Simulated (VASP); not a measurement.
# SrTiO3 (Pm-3m) in VASP: notebook, part 2 of 2

VASP 6.6.1.

## Step 4: Single point, PBEsol (11.43 Å³/atom)

This run uses another cell than the first one, of 11.43 Å³/atom.

The input, INCAR:

```
PREC = Accurate
ENCUT = 600
EDIFF = 1E-6
ISMEAR = 0
SIGMA = 0.02
LREAL = False
LASPH = True
NELM = 120
ALGO = Normal
ISIF = 2
LWAVE = False
LCHARG = False
GGA = PS
NBANDS = 28
GGA_COMPAT = False
```

The input, KPOINTS:

```
regular mesh
0
Gamma
  8 8 8
```

The input, POSCAR:

```
SrTiO3
1.0
    3.8518135151      0.0000000000      0.0000000000
    0.0000000000      3.8518135151      0.0000000000
    0.0000000000      0.0000000000      3.8518135151
Sr Ti O
1 1 3
Direct
    0.5000000000      0.5000000000      0.5000000000
    0.0000000000      0.0000000000      0.0000000000
    0.5000000000      0.0000000000      0.0000000000
    0.0000000000      0.5000000000      0.0000000000
    0.0000000000      0.0000000000      0.5000000000
```

Run with:

```bash
$ cat potpaw_PBE.64/Sr_sv/POTCAR potpaw_PBE.64/Ti_sv/POTCAR potpaw_PBE.64/O/POTCAR > POTCAR
$ mpirun -np 1 vasp_std > vasp.out
```

It took 24 s on 1 thread of Intel Xeon 6975P-C (Granite Rapids), shared host; peak memory 0.22 GiB.

Results (log left out):

| Item | Value |
| --- | --- |
| Free energy | -41.9791 eV |
| Pressure | 6.6 GPa |
| Band gap on the k mesh | 1.87 eV (least direct gap 2.20 eV) |

Levels at points of the mesh, in eV from the valence-band top:
```csv
k point,band 18,band 19,band 20,band 21,band 22,band 23
"(0.00, 0.00, 0.00)",-0.33,-0.33,-0.33,1.87,1.87,1.87
"(0.50, 0.00, 0.00)",-2.17,-0.73,-0.73,2.07,3.99,3.99
"(0.50, 0.50, 0.00)",-1.63,-1.63,-0.10,4.00,4.00,4.47
"(0.50, 0.50, 0.50)",0.00,0.00,0.00,4.73,4.73,4.73
```

Caveat: the cell stands under pressure; the PAW data sets were made with another functional, which shifts forces and pressure a little.

## Step 5: Single point, PBEsol

This run uses another cell than the first one, of 11.78 Å³/atom.

The input, INCAR:

```
PREC     = Accurate       # precision mode
ENCUT    = 600            # plane-wave cutoff, eV
EDIFF    = 1E-6           # SCF threshold, eV
ISMEAR   = 0              # smearing method
SIGMA    = 0.02           # smearing width, eV
LREAL    = F              # projectors in reciprocal space
LASPH    = T              # aspherical terms in the spheres
NELM     = 120            # most SCF steps
ALGO     = Normal         # electronic algorithm
ISIF     = 2              # what is computed and relaxed
LWAVE    = F              # write WAVECAR
LCHARG   = F              # write CHGCAR
GGA      = PS             # functional
NBANDS   = 28             # bands
GGA_COMPAT= F
```

KPOINTS is that of step 4.

Edit POSCAR of step 4 so:

```diff
@@ -2,5 +2,5 @@
 1.0
-    3.8518135151      0.0000000000      0.0000000000
-    0.0000000000      3.8518135151      0.0000000000
-    0.0000000000      0.0000000000      3.8518135151
+    3.8911204495      0.0000000000      0.0000000000
+    0.0000000000      3.8911204495      0.0000000000
+    0.0000000000      0.0000000000      3.8911204495
 Sr Ti O
```

Potentials or basis: VASP PAW PBE potentials, release 64 (Sr_sv, Ti_sv, O).

Run with:

```bash
$ cat potpaw_PBE.64/Sr_sv/POTCAR potpaw_PBE.64/Ti_sv/POTCAR potpaw_PBE.64/O/POTCAR > POTCAR
$ mpirun -np 1 vasp_std > vasp.out
```

OUTCAR:

```text
PREC = Accurate
   ENCUT = 600
   EDIFF = 1E-6
   ISMEAR = 0
   LREAL = F
   LASPH = T
   NELM = 120
   ISIF = 2
   GGA = PS

 ion  position               nearest neighbor table
   1  0.500  0.500  0.500-   3 2.75   4 2.75   5 2.75   3 2.75   4 2.75   3 2.75   5 2.75   3 2.75
                             4 2.75   5 2.75   4 2.75   5 2.75   2 3.37   2 3.37   2 3.37   2 3.37
   2  0.000  0.000  0.000-   3 1.95   4 1.95   5 1.95   5 1.95   4 1.95   3 1.95   1 3.37   1 3.37
                             1 3.37   1 3.37   1 3.37   1 3.37   1 3.37   1 3.37
   3  0.500  0.000  0.000-   2 1.95   2 1.95   1 2.75   1 2.75   1 2.75   1 2.75
   4  0.000  0.500  0.000-   2 1.95   2 1.95   1 2.75   1 2.75   1 2.75   1 2.75
   5  0.000  0.000  0.500-   2 1.95   2 1.95   1 2.75   1 2.75   1 2.75   1 2.75

  LATTYP: Found a simple cubic cell.
 ALAT       =     3.8911204495

  Lattice vectors:

 A1 = (   3.8911204495,   0.0000000000,   0.0000000000)
 A2 = (   0.0000000000,   3.8911204495,   0.0000000000)
 A3 = (   0.0000000000,   0.0000000000,   3.8911204495)

Analysis of symmetry for initial positions (statically):
=====================================================================
[... 183 lines left out ...]
 fundamental gap:      1.8205795396
 Fermi energy:         4.2912655632

 k-point     1 :       0.0000    0.0000    0.0000
  band No.  band energies     occupation
      1     -52.0439      2.00000
      2     -28.5001      2.00000
      3     -28.4136      2.00000
      4     -28.4136      2.00000
      5     -28.4136      2.00000
      6     -13.2867      2.00000
[... 733 lines left out ...]
     27      12.3660      0.00000
     28      12.8754      0.00000

 [... further k-points ...]

------------------------ aborting loop because EDIFF is reached ----------------------------------------

  FORCE on cell =-STRESS in cart. coord.  units (eV):
  Direction    XX          YY          ZZ          XY          YZ          ZX
  --------------------------------------------------------------------------------------
  -------------------------------------------------------------------------------------
  Total        0.1865024      0.1865024      0.1865024      0.0000000      0.0000000      0.0000000
  in kB        5.0719034      5.0719034      5.0719034      0.0000000      0.0000000      0.0000000
  external PRESSURE =       5.0719034 kB  Pullay stress =       0.0000000 kB

 VOLUME and BASIS-vectors are now :
 -----------------------------------------------------------------------------
  energy-cutoff  :      600.00
  volume of cell :       58.91
      direct lattice vectors                 reciprocal lattice vectors
     3.891120449  0.000000000  0.000000000     0.256995386  0.000000000  0.000000000
     0.000000000  3.891120449  0.000000000     0.000000000  0.256995386  0.000000000
     0.000000000  0.000000000  3.891120449     0.000000000  0.000000000  0.256995386

 POSITION                                       TOTAL-FORCE (eV/Angst)
 -----------------------------------------------------------------------------------
      1.94556      1.94556      1.94556         0.000000      0.000000      0.000000
      0.00000      0.00000      0.00000         0.000000      0.000000      0.000000
      1.94556      0.00000      0.00000         0.000000      0.000000      0.000000
      0.00000      1.94556      0.00000         0.000000      0.000000      0.000000
      0.00000      0.00000      1.94556         0.000000      0.000000      0.000000
 -----------------------------------------------------------------------------------
    total drift:                                0.000000      0.000000     -0.000000

  FREE ENERGIE OF THE ION-ELECTRON SYSTEM (eV)
  ---------------------------------------------------
  free  energy   TOTEN  =       -42.0215348322 eV

  energy  without entropy=      -42.0215348322  energy(sigma->0) =      -42.02153483
```

OSZICAR:

```text
N       E                     dE             d eps       ncg     rms          rms(c)
DAV:   1     0.442354075960E+03    0.44235E+03   -0.22674E+04  1960   0.173E+03
DAV:   2    -0.794821582177E+01   -0.45030E+03   -0.42992E+03  2236   0.451E+02
DAV:   3    -0.491053259632E+02   -0.41157E+02   -0.40796E+02  2244   0.138E+02
DAV:   4    -0.515741350456E+02   -0.24688E+01   -0.24635E+01  3384   0.279E+01
DAV:   5    -0.516131946925E+02   -0.39060E-01   -0.39044E-01  2536   0.320E+00    0.273E+01
DAV:   6    -0.421351827690E+02    0.94780E+01   -0.48347E+01  2748   0.637E+01    0.154E+01
DAV:   7    -0.421133413212E+02    0.21841E-01   -0.69664E+00  2576   0.199E+01    0.114E+01
DAV:   8    -0.421562746185E+02   -0.42933E-01   -0.17590E+00  2296   0.142E+01    0.345E+00
DAV:   9    -0.420317104388E+02    0.12456E+00   -0.45173E-01  2388   0.694E+00    0.120E+00
DAV:  10    -0.420278445731E+02    0.38659E-02   -0.95398E-02  2408   0.208E+00    0.778E-01
DAV:  11    -0.420215770521E+02    0.62675E-02   -0.25289E-02  2944   0.159E+00    0.174E-01
DAV:  12    -0.420215628220E+02    0.14230E-04   -0.17987E-03  2404   0.480E-01    0.126E-01
DAV:  13    -0.420215475963E+02    0.15226E-04   -0.77604E-04  2876   0.202E-01    0.637E-02
DAV:  14    -0.420215416339E+02    0.59624E-05   -0.53504E-05  2444   0.577E-02    0.321E-02
DAV:  15    -0.420215359494E+02    0.56845E-05   -0.15568E-05  2816   0.347E-02    0.193E-02
DAV:  16    -0.420215347729E+02    0.11765E-05   -0.12228E-05  2296   0.296E-02    0.164E-03
DAV:  17    -0.420215348322E+02   -0.59271E-07   -0.71973E-07  1276   0.782E-03
   1 F= -.42021535E+02 E0= -.42021535E+02  d E =-.976150E-39
```

stdout:

```text
POSCAR found type information on POSCAR SrTiO
 POSCAR found :  3 types and       5 ions
 scaLAPACK will be used
 -----------------------------------------------------------------------------
|                                                                             |
|                                                                             |
|     You enforced a specific xc type in the INCAR file but a different       |
|     I HOPE YOU KNOW WHAT YOU ARE DOING!                                     |
|                                                                             |
 -----------------------------------------------------------------------------

 LDA part: xc-table for (Slater+PW92), standard interpolation
 POSCAR, INCAR and KPOINTS ok, starting setup
 FFT: planning ... GRIDC
 FFT: planning ... GRID_SOFT
 FFT: planning ... GRID
 WAVECAR not read
 entering main loop
```

It took 26 s on 1 thread of Intel Xeon 6975P-C (Granite Rapids), shared host; peak memory 0.22 GiB.

What came out:

* Free energy: -42.0215 eV
* Pressure: 0.5 GPa
* Band gap on the k mesh: 1.82 eV (least direct gap 2.17 eV)

Caveat: the PAW data sets were made with another functional, which shifts forces and pressure a little. A k mesh can miss the band edges.

## Step 6: Single point, PBEsol (12.14 Å³/atom)

This run uses another cell than the first one, of 12.14 Å³/atom.

The input, INCAR:

```
SYSTEM = SrTiO3
PREC = Accurate
ENCUT = 600
EDIFF = 1E-6
ISMEAR = 0
SIGMA = 0.02
LREAL = .False.
LASPH = .True.
NELM = 120
ALGO = Normal
ISIF = 2
LWAVE = .False.
LCHARG = .False.
GGA = PS
NBANDS = 28
GGA_COMPAT = .False.
```

The input, KPOINTS:

```
regular mesh
0
Gamma
  8 8 8
  0 0 0
```

Edit POSCAR of step 5 so:

```diff
@@ -2,5 +2,5 @@
 1.0
-    3.8911204495      0.0000000000      0.0000000000
-    0.0000000000      3.8911204495      0.0000000000
-    0.0000000000      0.0000000000      3.8911204495
+    3.9296489002      0.0000000000      0.0000000000
+    0.0000000000      3.9296489002      0.0000000000
+    0.0000000000      0.0000000000      3.9296489002
 Sr Ti O
```

Potentials or basis: VASP PAW PBE potentials, release 64 (Sr_sv, Ti_sv, O).

Run with:

```bash
$ cat potpaw_PBE.64/Sr_sv/POTCAR potpaw_PBE.64/Ti_sv/POTCAR potpaw_PBE.64/O/POTCAR > POTCAR
$ mpirun -np 1 vasp_std > vasp.out
```

Run time: 26 s. Hardware: 1 thread of Intel Xeon 6975P-C (Granite Rapids), shared host; peak memory 0.22 GiB.

Results (log left out):

* Free energy: -42.0017 eV
* Pressure: -4.7 GPa
* Band gap on the k mesh: 1.77 eV (least direct gap 2.14 eV)

Levels at points of the mesh, in eV from the valence-band top:
| k point | band 17 | band 18 | band 19 | band 20 | band 21 | band 22 | band 23 | band 24 |
| --- | --- | --- | --- | --- | --- | --- | --- | --- |
| (0.00, 0.00, 0.00) | -1.16 | -0.37 | -0.37 | -0.37 | 1.77 | 1.77 | 1.77 | 4.20 |
| (0.50, 0.00, 0.00) | -2.34 | -1.97 | -0.74 | -0.74 | 1.94 | 3.68 | 3.68 | 4.22 |
| (0.50, 0.50, 0.00) | -1.76 | -1.57 | -1.57 | -0.09 | 3.69 | 3.69 | 4.13 | 5.15 |
| (0.50, 0.50, 0.50) | -3.73 | 0.00 | 0.00 | 0.00 | 4.35 | 4.35 | 4.35 | 6.79 |

Caveat: the cell stands under tension; the PAW data sets were made with another functional, which shifts forces and pressure a little.

## Step 7: Overview

| cell | gap on the mesh (eV) | pressure (GPa) |
| --- | --- | --- |
| a = 3.771 Å, 5 atoms | 1.97 | 22.3 |
| a = 3.812 Å, 5 atoms | 1.92 | 13.8 |
| a = 3.852 Å, 5 atoms | 1.87 | 6.6 |
| a = 3.891 Å, 5 atoms | 1.82 | 0.5 |
| a = 3.930 Å, 5 atoms | 1.77 | -4.7 |

Alike in all rows: task single point; level PBEsol; potentials or basis VASP PAW PBE potentials, release 64 (Sr_sv, Ti_sv, O); no spin polarisation; k mesh 8 × 8 × 8; cutoff (eV) 600; smearing gaussian 0.02 eV.

Caveats: the PAW data sets were made with another functional, which shifts forces and pressure a little; the cell stands under pressure (at least some runs); the cell stands under tension (at least some runs).

Total energies depend on the potentials used, so only differences within one code and one set of settings carry meaning.
